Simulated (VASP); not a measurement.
# W (Cmme) in VASP: single point with LDA

Aim: the single point of W with LDA.

Everything below comes from runs of VASP 6.6.1. Logs are shortened: lines on timing, memory, paths and dates and some standing lists are left out, and cuts for length are marked.

## Step 1: The cell of the first run

It takes space group Cmme (No. 67, orthorhombic). The conventional cell has a = 3.195 Å, b = 4.518 Å, c = 12.036 Å, α = 90.00°, β = 90.00°, γ = 90.00°. W (site symmetry mm2) has 10 W at 2.77 to 3.19 Å within 3.6 Å. W (site symmetry mm2) has 14 W at 2.77 to 3.19 Å within 3.6 Å.

## Step 2: Single point, LDA (the distance across one plane changed)

INCAR

```
PREC = Accurate
ENCUT = 520
EDIFF = 1E-6
ISMEAR = 0
SIGMA = 0.15
LREAL = False
LASPH = True
NELM = 100
ALGO = Fast
ISIF = 2
LWAVE = False
LCHARG = False
GGA = CA
NBANDS = 36
```

KPOINTS

```
Automatic mesh
0
Gamma
  18 18 5
```

POSCAR

```
W
1.0
   -1.5973000000      1.5973000000     -1.5973000000
   -1.5973000000     -1.5973000000      1.5973000000
    0.0000000000      8.5105203436      8.5105203436
W
4
Direct
    0.0000000000      0.0000000000      0.6568987294
    0.5000000000      0.5000000000      0.0938426756
    0.0000000000      0.0000000000      0.2815280269
    0.5000000000      0.5000000000      0.4692133781
```

Potentials or basis: VASP PAW LDA potentials, release 64 (W_sv).

Launch:

```bash
$ cat potpaw_LDA.64/W_sv/POTCAR > POTCAR
$ mpirun -np 1 vasp_std > vasp.out
```

OUTCAR:

```text
PREC = Accurate
   ENCUT = 520
   EDIFF = 1E-6
   ISMEAR = 0
   LREAL = False
   LASPH = True
   NELM = 100
   ISIF = 2
   GGA = CA

 ion  position               nearest neighbor table
   1  0.000  0.000  0.657-   4 2.77   4 2.77   4 3.19   4 3.19
   2  0.500  0.500  0.094-   3 2.77   3 2.77   3 3.19   3 3.19
   3  0.000  0.000  0.282-   4 2.77   4 2.77   2 2.77   2 2.77   4 3.19   4 3.19   2 3.19   2 3.19

   4  0.500  0.500  0.469-   3 2.77   3 2.77   1 2.77   1 2.77   3 3.19   3 3.19   1 3.19   1 3.19

  LATTYP: Found a base centered orthorhombic cell.
 ALAT       =     3.1946000000
 B/A-ratio  =     1.4142135624
 C/A-ratio  =     3.7675118302

  Lattice vectors:

 A1 = (  -1.5973000000,   1.5973000000,  -1.5973000000)
 A2 = (  -1.5973000000,  -1.5973000000,   1.5973000000)
 A3 = (   0.0000000000,   8.5105203436,   8.5105203436)

Analysis of symmetry for initial positions (statically):
=====================================================================
 Subroutine PRICEL returns:
 Original cell was already a primitive cell.

 Routine SETGRP: Setting up the symmetry group for a
 base centered orthorhombic supercell.

 Subroutine GETGRP returns: Found  8 space group operations
 (whereof  4 operations were pure point group operations)
 out of a pool of  8 trial point group operations.

The static configuration has the point symmetry C_2v.
 The point group associated with its full space group is D_2h.

Analysis of symmetry for dynamics (positions and initial velocities):
=====================================================================
 Subroutine PRICEL returns:
 Original cell was already a primitive cell.

 Routine SETGRP: Setting up the symmetry group for a
 base centered orthorhombic supercell.

 Subroutine GETGRP returns: Found  8 space group operations
 (whereof  4 operations were pure point group operations)
 out of a pool of  8 trial point group operations.

The dynamic configuration has the point symmetry C_2v.
 The point group associated with its full space group is D_2h.

 Subroutine INISYM returns: Found  8 space group operations
 (whereof  4 operations are pure point group operations),
 and found     1 'primitive' translations

----------------------------------------------------------------------------------------

                                     Primitive cell

  volume of cell :      86.8539

  direct lattice vectors                    reciprocal lattice vectors
    -1.597300000  1.597300000 -1.597300000    -0.313028235  0.156514118 -0.156514118
    -1.597300000 -1.597300000  1.597300000    -0.313028235 -0.156514118  0.156514118
     0.000000000  8.510520344  8.510520344     0.000000000  0.058750814  0.058750814

  length of vectors
     2.766604755  2.766604755 12.035693293     0.383379726  0.383379726  0.083086198

  position of ions in fractional coordinates (direct lattice)
     0.000000000  0.000000000  0.656898729
     0.500000000  0.500000000  0.093842676
     0.000000000  0.000000000  0.281528027
     0.500000000  0.500000000  0.469213378

  ion indices of the primitive-cell ions
   primitive index   ion index
                 1           1
                 2           2
                 3           3
                 4           4

----------------------------------------------------------------------------------------

 KPOINTS: Automatic mesh

Automatic generation of k-mesh.
 Grid dimensions read from file:
 generate k-points for:   18   18    5

 Generating k-lattice:

  Cartesian coordinates                     Fractional coordinates (reciprocal lattice)
    -0.017390458  0.008695229 -0.008695229     0.055555556  0.000000000  0.000000000
    -0.017390458 -0.008695229  0.008695229     0.000000000  0.055555556  0.000000000
     0.000000000  0.011750163  0.011750163     0.000000000  0.000000000  0.200000000

  Length of vectors
     0.021298874  0.021298874  0.016617240

  Shift w.r.t. Gamma in fractional coordinates (k-lattice)
     0.000000000  0.000000000  0.000000000

 Subroutine IBZKPT returns following result:
 ===========================================

 Found    273 irreducible k-points:

 Following reciprocal coordinates:
            Coordinates               Weight
  0.000000  0.000000  0.000000      1.000000
  0.055556  0.000000  0.000000      4.000000
  0.111111  0.000000  0.000000      4.000000
  0.166667  0.000000  0.000000      4.000000
  0.222222  0.000000  0.000000      4.000000
  0.277778  0.000000  0.000000      4.000000
[... 16 lines left out ...]
 -0.277778  0.055556  0.000000      4.000000
 -0.222222  0.055556  0.000000      4.000000
 [... further k-points ...]
   k-points           NKPTS =    273   k-points in BZ     NKDIM =    273   number of bands    NBANDS=     36
   number of dos      NEDOS =    301   number of ions     NIONS =      4
   total plane-waves  NPLWV =  51840
   dimension x,y,z NGX =    24 NGY =   24 NGZ =   90
   dimension x,y,z NGXF=    48 NGYF=   48 NGZF=  180
   ions per type =               4
   NGX,Y,Z   is equivalent  to a cutoff of  14.42, 14.42, 12.43 a.u.
   NGXF,Y,Z  is equivalent  to a cutoff of  28.84, 28.84, 24.86 a.u.
 SYSTEM =  unknown system
   PREC   = accura    normal or accurate (medium, high low for compatibility)
   ISTART =      0    job   : 0-new  1-cont  2-samecut
   ICHARG =      2    charge: 1-file 2-atom 10-const
   ISPIN  =      1    spin polarized calculation?
   LNONCOLLINEAR =      F non collinear calculations
   LSORBIT =      F    spin-orbit coupling
   LASPH  =      T    aspherical Exc in radial PAW
   ENCUT  =  520.0 eV  38.22 Ry    6.18 a.u.   5.14  5.14 22.38*2*pi/ulx,y,z
   NELM   =    100;   NELMIN=  2; NELMDL= -5     # of ELM steps
   EDIFF  = 0.1E-05   stopping-criterion for ELM
   LREAL  =      F    real-space projection
[... 7 lines left out ...]
   TEBEG  =    0.0;   TEEND  =   0.0 temperature during run
   PSTRESS=    0.0 pullay stress
   NELECT =      56.0000    total number of electrons
   NUPDOWN=      -1.0000    fix difference up-down
   EMIN   =  10.00;   EMAX   =-10.00  energy-range for DOS
   EFERMI =   0.00;   METHOD = LEGACY
   ISMEAR =     0;   SIGMA  =   0.15  broadening in eV -4-tet -1-fermi 0-gaus
   EFERMI_NEDOS =   21; number of points for ismear=-14 and -15
   IALGO  =     68    algorithm
   IMIX   =      4    mixing-type and parameters
     AMIX     =   0.40;   BMIX     =  1.00
     AMIX_MAG =   1.60;   BMIX_MAG =  1.00
  volume/ion in A,a.u.               =      21.71       146.53
  Fermi-wavevector in a.u.,A,eV,Ry     =   1.414299  2.672637 27.214929  2.000241
  Thomas-Fermi vector in A             =   2.535855
   LORBIT       =      0    0 simple, 1 ext, 2 COOP (PROOUT), +10 PAW based schemes
   GGA     = CA    functional components
   LHFCALC =     F    Hartree Fock is set to
   AEXX    =    0.0000 exact exchange contribution
   IVDW    =     0    specifies the selected vdW correction
   LEPSILON=     F    determine dielectric tensor
   LRPA    =     F    only Hartree local field effects (RPA)
 non-spin polarized calculation
 RMM-DIIS sequential band-by-band and
 Gauss-broadening in eV      SIGMA  =   0.15
  energy-cutoff  :      520.00
  volume of cell :       86.85
 maximum number of plane-waves:      2366
 NGX is ok and might be reduce to    24
   NGX = 11   NGY = 11   NGZ = 45

 number of electron      55.9999997 magnetization

 Free energy of the ion-electron system (eV)
  ---------------------------------------------------
  ext. energy  EPLUGINS =         0.00000000
  ---------------------------------------------------
  free energy    TOTEN  =       -52.92915943 eV

  energy without entropy =      -52.89515658  energy(sigma->0) =      -52.91215800

 E-fermi :   7.0593     XC(G=0): -11.5286

 val. band max:        7.0540033723   @ k =   0.3889   0.0000   0.4000
 cond. band min:       7.0595624881   @ k =   0.5000   0.3333   0.2000
 fundamental gap:      0.0055591158
 Fermi energy:         7.0593460301

 k-point     1 :       0.0000    0.0000    0.0000
  band No.  band energies     occupation
      1     -66.7839      2.00000
      2     -66.7255      2.00000
      3     -66.6094      2.00000
      4     -66.6065      2.00000
      5     -31.7006      2.00000
      6     -31.4046      2.00000
[... 28 lines left out ...]
     35       9.2432      0.00000
     36       9.3672      0.00000

 k-point     2 :       0.0556    0.0000    0.0000
  band No.  band energies     occupation
      1     -66.7814      2.00000
      2     -66.7239      2.00000
      3     -66.6077      2.00000
      4     -66.6049      2.00000
      5     -31.6918      2.00000
      6     -31.4050      2.00000
[... 28 lines left out ...]
     35       9.1946      0.00000
     36       9.4289      0.00000

 k-point     3 :       0.1111    0.0000    0.0000
  band No.  band energies     occupation
      1     -66.7744      2.00000
      2     -66.7192      2.00000
      3     -66.6030      2.00000
      4     -66.6005      2.00000
      5     -31.6663      2.00000
      6     -31.4086      2.00000
[... 28 lines left out ...]
     35       9.1537      0.00000
     36       9.1917      0.00000

 k-point     4 :       0.1667    0.0000    0.0000
  band No.  band energies     occupation
      1     -66.7633      2.00000
      2     -66.7122      2.00000
      3     -66.5957      2.00000
      4     -66.5937      2.00000
      5     -31.6267      2.00000
      6     -31.4234      2.00000
[... 28 lines left out ...]
     35       9.1674      0.00000
     36       9.5014      0.00000

 k-point     5 :       0.2222    0.0000    0.0000
  band No.  band energies     occupation
      1     -66.7495      2.00000
      2     -66.7038      2.00000
      3     -66.5867      2.00000
      4     -66.5854      2.00000
      5     -31.5794      2.00000
      6     -31.4631      2.00000
[... 655 lines left out ...]
 k-point    22 :      -0.3333    0.0556    0.0000
  band No.  band energies     occupation
      1     -66.7223      2.00000
      2     -66.6859      2.00000
      3     -66.5674      2.00000
      4     -66.5667      2.00000
      5     -31.5979      2.00000
      6     -31.5633      2.00000
[... 28 lines left out ...]
     35       9.8302      0.00000
     36       9.9919      0.00000

 k-point    23 :      -0.2778    0.0556    0.0000
  band No.  band energies     occupation
      1     -66.7373      2.00000
      2     -66.6935      2.00000
      3     -66.5764      2.00000
      4     -66.5751      2.00000
      5     -31.5560      2.00000
      6     -31.5033      2.00000
[... 28 lines left out ...]
     35       9.3024      0.00000
     36       9.3919      0.00000

 k-point    24 :      -0.2222    0.0556    0.0000
  band No.  band energies     occupation
      1     -66.7519      2.00000
      2     -66.7023      2.00000
      3     -66.5858      2.00000
      4     -66.5840      2.00000
      5     -31.5982      2.00000
      6     -31.4327      2.00000
[... 28 lines left out ...]
     35       9.0000      0.00000
     36       9.2567      0.00000

 [... further k-points ...]

------------------------ aborting loop because EDIFF is reached ----------------------------------------

  FORCE on cell =-STRESS in cart. coord.  units (eV):
  Direction    XX          YY          ZZ          XY          YZ          ZX
  --------------------------------------------------------------------------------------
  -------------------------------------------------------------------------------------
  Total      -11.7919059     -9.4522760     -9.4522760     -0.0000000      1.1243408      0.0000000
  in kB     -217.5231576   -174.3644266   -174.3644266     -0.0000000     20.7405123      0.0000000
  external PRESSURE =    -188.7506703 kB  Pullay stress =       0.0000000 kB

 VOLUME and BASIS-vectors are now :
 -----------------------------------------------------------------------------
  energy-cutoff  :      520.00
  volume of cell :       86.85
      direct lattice vectors                 reciprocal lattice vectors
    -1.597300000  1.597300000 -1.597300000    -0.313028235  0.156514118 -0.156514118
    -1.597300000 -1.597300000  1.597300000    -0.313028235 -0.156514118  0.156514118
     0.000000000  8.510520344  8.510520344     0.000000000  0.058750814  0.058750814

 POSITION                                       TOTAL-FORCE (eV/Angst)
 -----------------------------------------------------------------------------------
      0.00000      5.59055      5.59055         0.000000     -0.854539     -0.854539
     -1.59730      0.79865      0.79865        -0.000000      0.854539      0.854539
      0.00000      2.39595      2.39595         0.000000     -0.460066     -0.460066
     -1.59730      3.99325      3.99325        -0.000000      0.460066      0.460066
 -----------------------------------------------------------------------------------
    total drift:                               -0.000000      0.000015      0.000015

  FREE ENERGIE OF THE ION-ELECTRON SYSTEM (eV)
  ---------------------------------------------------
  free  energy   TOTEN  =       -52.9291594277 eV

  energy  without entropy=      -52.8951565763  energy(sigma->0) =      -52.91215800
```

It took 23 min on 1 thread of Intel Xeon 6975P-C (Granite Rapids), shared host; peak memory 0.63 GiB.

Results:

```
Free energy            : -52.9292 eV
Pressure               : -18.9 GPa
Largest force          : 1.209 eV/Å
Band gap on the k mesh : zero (bands 28 and 29 overlap by 2.02 eV)
```

Forces in eV/Å, atoms in the order of the input:
```
W    0.000 -0.855 -0.855
W    0.000  0.855  0.855
W    0.000 -0.460 -0.460
W    0.000  0.460  0.460
```

Caveat: the cell differs from its parent crystal (the distance across one plane changed); the cell stands under tension; spin-orbit coupling is left out, which moves the levels of the heavy elements; forces of over 1 eV/Å act on the atoms, so gaps and moduli don't describe the material at rest.
